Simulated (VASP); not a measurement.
# PbSe in VASP: a series of runs

PbSe is run at these levels: PBEsol; tasks: electric field gradients.

Program: VASP 6.6.1. These are calculated values, not measurements. Logs are shortened: lines on timing, memory, paths and dates and some standing lists are left out, and cuts for length are marked.

## (1) The cell of the first run

Symmetry: I4/mmm, No. 139, tetragonal system. Conventional cell: a = 4.331 Å, b = 4.331 Å, c = 6.186 Å, α = 90.00°, β = 90.00°, γ = 90.00°. Pb (site symmetry 4/mmm) has 6 Se at 3.06 to 3.09 Å within 4.0 Å. Se (site symmetry 4/mmm) has 6 Pb at 3.06 to 3.09 Å within 4.0 Å.

## (2) Electric field gradients, PBEsol (zz strain of +1 %)

Input file INCAR:

```
SYSTEM = PbSe
ALGO = Normal ; EDIFF = 1E-8
ENCUT = 520 ; GGA = PS
ISIF = 2 ; ISMEAR = -1
LASPH = .True. ; LCHARG = .False.
LEFG = .True. ; LREAL = .False.
LWAVE = .False. ; NBANDS = 17
NELM = 80 ; PREC = Accurate
SIGMA = 0.01
```

Input file KPOINTS:

```
k-points
0
Gamma
  9 9 9
  0 0 0
```

Input file POSCAR:

```
PbSe
1.0
    0.0000000000      3.0621500000      3.0927715000
    3.0621500000      0.0000000000      3.0927715000
    3.0621500000      3.0621500000      0.0000000000
Pb Se
1 1
Direct
    0.0000000000      0.0000000000      0.0000000000
    0.5000000000      0.5000000000      0.5000000000
```

Potentials or basis: VASP PAW PBE potentials, release 64 (Pb_d, Se).

Started as:

```sh
cat potpaw_PBE.64/Pb_d/POTCAR potpaw_PBE.64/Se/POTCAR > POTCAR
mpirun -np 1 vasp_std > vasp.out
```

OUTCAR:

```text
SYSTEM = PbSe
   EDIFF = 1E-8
   ENCUT = 520
   GGA = PS
   ISIF = 2
   ISMEAR = -1
   LASPH = .True.
   LREAL = .False.
   NELM = 80
   PREC = Accurate

 ion  position               nearest neighbor table
   1  0.000  0.000  0.000-   2 3.06   2 3.06   2 3.06   2 3.06   2 3.09   2 3.09
   2  0.500  0.500  0.500-   1 3.06   1 3.06   1 3.06   1 3.06   1 3.09   1 3.09

  LATTYP: Found a body centered tetragonal cell.
 ALAT       =     4.3305340600
 C/A-ratio  =     1.4283556980

  Lattice vectors:

 A1 = (  -3.0621500000,   0.0000000000,   3.0927715000)
 A2 = (   3.0621500000,   0.0000000000,   3.0927715000)
 A3 = (   0.0000000000,   3.0621500000,  -3.0927715000)

Analysis of symmetry for initial positions (statically):
=====================================================================
 Subroutine PRICEL returns:
 Original cell was already a primitive cell.

 Routine SETGRP: Setting up the symmetry group for a
 body centered tetragonal supercell.

 Subroutine GETGRP returns: Found 16 space group operations
 (whereof 16 operations were pure point group operations)
 out of a pool of 16 trial point group operations.

The static configuration has the point symmetry D_4h.

Analysis of symmetry for dynamics (positions and initial velocities):
=====================================================================
 Subroutine PRICEL returns:
 Original cell was already a primitive cell.

 Routine SETGRP: Setting up the symmetry group for a
 body centered tetragonal supercell.

 Subroutine GETGRP returns: Found 16 space group operations
 (whereof 16 operations were pure point group operations)
 out of a pool of 16 trial point group operations.

The dynamic configuration has the point symmetry D_4h.

 Subroutine INISYM returns: Found 16 space group operations
 (whereof 16 operations are pure point group operations),
 and found     1 'primitive' translations

----------------------------------------------------------------------------------------

                                     Primitive cell

  volume of cell :      58.0004

  direct lattice vectors                    reciprocal lattice vectors
     0.000000000  3.062150000  3.092771500    -0.163283967  0.163283967  0.161667294
[... 126 lines left out ...]
  ---------------------------------------------------
  ext. energy  EPLUGINS =         0.00000000
  ---------------------------------------------------
  free energy    TOTEN  =        -8.91257470 eV

  energy without entropy =       -8.91257470  energy(sigma->0) =       -8.91257470

 E-fermi :   4.7931     XC(G=0):  -9.6670

 val. band max:        4.5734553253   @ k =   0.4444   0.0000   0.0000
 cond. band min:       5.2317455484   @ k =   0.4444   0.0000   0.0000
 fundamental gap:      0.6582902231
 Fermi energy:         4.7931417221

 k-point     1 :       0.0000    0.0000    0.0000
  band No.  band energies     occupation
      1     -11.9580      2.00000
      2     -11.9580      2.00000
      3     -11.9580      2.00000
      4     -11.9554      2.00000
      5     -11.9522      2.00000
      6      -8.7410      2.00000
[... 457 lines left out ...]
      4     -11.9165      2.00000
      5     -11.9165      2.00000
      6      -7.4187      2.00000
[... 9 lines left out ...]
     16      16.1430      0.00000
     17      17.3219      0.00000

 [... further k-points ...]

------------------------ aborting loop because EDIFF is reached ----------------------------------------

  FORCE on cell =-STRESS in cart. coord.  units (eV):
  Direction    XX          YY          ZZ          XY          YZ          ZX
  --------------------------------------------------------------------------------------
  -------------------------------------------------------------------------------------
  Total       -0.2498788     -0.2498788     -0.6558586      0.0000000      0.0000000     -0.0000000
  in kB       -6.9025440     -6.9025440    -18.1171580      0.0000000      0.0000000     -0.0000000
  external PRESSURE =     -10.6407486 kB  Pullay stress =       0.0000000 kB

 VOLUME and BASIS-vectors are now :
 -----------------------------------------------------------------------------
  energy-cutoff  :      520.00
  volume of cell :       58.00
      direct lattice vectors                 reciprocal lattice vectors
     0.000000000  3.062150000  3.092771500    -0.163283967  0.163283967  0.161667294
     3.062150000  0.000000000  3.092771500     0.163283967 -0.163283967  0.161667294
     3.062150000  3.062150000  0.000000000     0.163283967  0.163283967 -0.161667294

 POSITION                                       TOTAL-FORCE (eV/Angst)
 -----------------------------------------------------------------------------------
      0.00000      0.00000      0.00000        -0.000000      0.000000     -0.000000
      3.06215      3.06215      3.09277         0.000000     -0.000000      0.000000
 -----------------------------------------------------------------------------------
    total drift:                                0.000000     -0.000000     -0.000000

  FREE ENERGIE OF THE ION-ELECTRON SYSTEM (eV)
  ---------------------------------------------------
  free  energy   TOTEN  =        -8.9125747042 eV

  energy  without entropy=       -8.9125747042  energy(sigma->0) =       -8.91257470

 Electric field gradients (V/A^2)
---------------------------------------------------------------------
 ion       V_xx      V_yy      V_zz      V_xy      V_xz      V_yz
---------------------------------------------------------------------
   1     -15.080   -15.080    30.161     0.001     0.001     0.001
   2      -1.178    -1.178     2.356     0.000     0.000     0.000
---------------------------------------------------------------------

 Electric field gradients after diagonalization (V/A^2)
 (convention: |V_zz| > |V_xx| > |V_yy|)
----------------------------------------------------------------------
 ion       V_xx      V_yy      V_zz     asymmetry (V_yy - V_xx)/ V_zz
----------------------------------------------------------------------
   1     -15.081   -15.080    30.161       0.000
   2      -1.178    -1.178     2.356       0.000
----------------------------------------------------------------------

           NMR quadrupolar parameters

 Cq : quadrupolar parameter    Cq=e*Q*V_zz/h
 eta: asymmetry parameters     (V_yy - V_xx)/ V_zz
 Q  : nuclear electric quadrupole moment in mb (millibarn)
----------------------------------------------------------------------
 ion       Cq(MHz)       eta       Q (mb)
----------------------------------------------------------------------
   1       0.073       0.000       1.000
   2       0.006       0.000       1.000
----------------------------------------------------------------------
```

OSZICAR:

```text
N       E                     dE             d eps       ncg     rms          rms(c)
DAV:   1     0.156658786118E+03    0.15666E+03   -0.94638E+03  2558   0.118E+03
DAV:   2     0.248647777125E+01   -0.15417E+03   -0.14893E+03  2681   0.308E+02
DAV:   3    -0.890003593299E+01   -0.11387E+02   -0.11271E+02  3271   0.887E+01
DAV:   4    -0.917673538653E+01   -0.27670E+00   -0.27648E+00  3112   0.151E+01
DAV:   5    -0.918573762277E+01   -0.90022E-02   -0.90016E-02  3781   0.272E+00    0.264E+00
DAV:   6    -0.891931411466E+01    0.26642E+00   -0.66257E-01  3996   0.584E+00    0.148E+00
DAV:   7    -0.891223064615E+01    0.70835E-02   -0.10058E-01  3204   0.157E+00    0.793E-01
DAV:   8    -0.891291067869E+01   -0.68003E-03   -0.10344E-02  3185   0.109E+00    0.138E-01
DAV:   9    -0.891255137602E+01    0.35930E-03   -0.23439E-03  3946   0.437E-01    0.469E-02
DAV:  10    -0.891257513522E+01   -0.23759E-04   -0.15513E-04  3086   0.712E-02    0.163E-02
DAV:  11    -0.891257479031E+01    0.34492E-06   -0.26339E-05  3564   0.501E-02    0.522E-03
DAV:  12    -0.891257470501E+01    0.85301E-07   -0.16175E-06  3517   0.139E-02    0.986E-04
DAV:  13    -0.891257470420E+01    0.80490E-09   -0.66995E-08  3502   0.328E-03
   1 F= -.89125747E+01 E0= -.89125747E+01  d E =-.145101E-11
```

It took 53 s on 1 thread of Intel Xeon 6975P-C, shared host; peak memory 0.23 GiB.

What came out:

- Free energy: -8.9126 eV
- Pressure: -1.1 GPa
- Band gap on the k mesh: 0.66 eV, direct

Levels at points of the mesh, in eV from the valence-band top:
```
           k point  band 7  band 8  band 9  band 10  band 11  band 12  band 13  band 14
(0.00, 0.00, 0.00)   -6.15   -1.65   -1.65    -1.56     4.70     4.92     4.92     6.63
```

Electric field gradients, principal values (V/Å²):
```csv
atom,least,middle,greatest (by size)
1 Pb,-15.080,-15.081,30.161
2 Se,-1.178,-1.178,2.356
```

Caveat: the cell differs from its parent crystal (zz strain of +1 %); without QUAD_EFG the Cq values of the log hold for a quadrupole moment of 1 mb, not for the nuclei; the PAW data sets were made with another functional, which shifts forces and pressure a little; spin-orbit coupling is left out, which moves the levels of the heavy elements. A k mesh can miss the band edges.

## (3) Electric field gradients, PBEsol (zz strain of +2 %)

Input file INCAR:

```
  PREC = Accurate
  ENCUT = 520
  EDIFF = 1E-8
  ISMEAR = -1
  SIGMA = 0.01
  LREAL = F
  LASPH = T
  NELM = 60
  ALGO = Normal
  ISIF = 2
  LWAVE = F
  LCHARG = F
  GGA = PS
  LEFG = T
  NBANDS = 17
```

Input file KPOINTS:

```
regular mesh
0
Gamma
  9 9 9
```

Input file POSCAR:

```
PbSe
1.0
    0.0000000000      3.0621500000      3.1233930000
    3.0621500000      0.0000000000      3.1233930000
    3.0621500000      3.0621500000      0.0000000000
Pb Se
1 1
Direct
    0.0000000000      0.0000000000      0.0000000000
    0.5000000000      0.5000000000      0.5000000000
```

Potentials or basis: VASP PAW PBE potentials, release 64 (Pb_d, Se).

Started as:

```sh
cat potpaw_PBE.64/Pb_d/POTCAR potpaw_PBE.64/Se/POTCAR > POTCAR
mpirun -np 1 vasp_std > vasp.out
```

OUTCAR:

```text
PREC = Accurate
   ENCUT = 520
   EDIFF = 1E-8
   ISMEAR = -1
   LREAL = F
   LASPH = T
   NELM = 60
   ISIF = 2
   GGA = PS

 ion  position               nearest neighbor table
   1  0.000  0.000  0.000-   2 3.06   2 3.06   2 3.06   2 3.06   2 3.12   2 3.12
   2  0.500  0.500  0.500-   1 3.06   1 3.06   1 3.06   1 3.06   1 3.12   1 3.12

  LATTYP: Found a body centered tetragonal cell.
 ALAT       =     4.3305340600
 C/A-ratio  =     1.4424978336

  Lattice vectors:
[... 693 lines left out ...]

  FREE ENERGIE OF THE ION-ELECTRON SYSTEM (eV)
  ---------------------------------------------------
  free  energy   TOTEN  =        -8.9042905717 eV

  energy  without entropy=       -8.9042905717  energy(sigma->0) =       -8.90429057

 Electric field gradients (V/A^2)
---------------------------------------------------------------------
 ion       V_xx      V_yy      V_zz      V_xy      V_xz      V_yz
---------------------------------------------------------------------
   1     -29.536   -29.536    59.072     0.000     0.000     0.000
   2      -2.186    -2.186     4.372     0.000     0.000     0.000
---------------------------------------------------------------------

 Electric field gradients after diagonalization (V/A^2)
 (convention: |V_zz| > |V_xx| > |V_yy|)
----------------------------------------------------------------------
 ion       V_xx      V_yy      V_zz     asymmetry (V_yy - V_xx)/ V_zz
----------------------------------------------------------------------
   1     -29.536   -29.536    59.072       0.000
   2      -2.186    -2.186     4.372       0.000
----------------------------------------------------------------------

           NMR quadrupolar parameters

 Cq : quadrupolar parameter    Cq=e*Q*V_zz/h
 eta: asymmetry parameters     (V_yy - V_xx)/ V_zz
 Q  : nuclear electric quadrupole moment in mb (millibarn)
----------------------------------------------------------------------
 ion       Cq(MHz)       eta       Q (mb)
----------------------------------------------------------------------
   1       0.143       0.000       1.000
   2       0.011       0.000       1.000
----------------------------------------------------------------------
```

stdout:

```text
POSCAR found type information on POSCAR PbSe
 POSCAR found :  2 types and       2 ions
 scaLAPACK will be used
 -----------------------------------------------------------------------------
|                                                                             |
|                                                                             |
|     You enforced a specific xc type in the INCAR file but a different       |
|     I HOPE YOU KNOW WHAT YOU ARE DOING!                                     |
|                                                                             |
 -----------------------------------------------------------------------------

 LDA part: xc-table for (Slater+PW92), standard interpolation
 POSCAR, INCAR and KPOINTS ok, starting setup
 FFT: planning ... GRIDC
 FFT: planning ... GRID_SOFT
 FFT: planning ... GRID
 WAVECAR not read
 entering main loop
ion   1

ion   2
```

It took 75 s on 1 thread of Intel Xeon 6975P-C, shared host; peak memory 0.24 GiB.

What came out:

* Free energy: -8.9043 eV
* Pressure: -1.5 GPa
* Band gap on the k mesh: 0.66 eV, direct

Electric field gradients, principal values (V/Å²):
| atom | least | middle | greatest (by size) |
| --- | --- | --- | --- |
| 1 Pb | -29.536 | -29.536 | 59.072 |
| 2 Se | -2.186 | -2.186 | 4.372 |

Caveat: the cell differs from its parent crystal (zz strain of +2 %); without QUAD_EFG the Cq values of the log hold for a quadrupole moment of 1 mb, not for the nuclei; the PAW data sets were made with another functional, which shifts forces and pressure a little; spin-orbit coupling is left out, which moves the levels of the heavy elements.

(Part 1 of 3 ends here.)
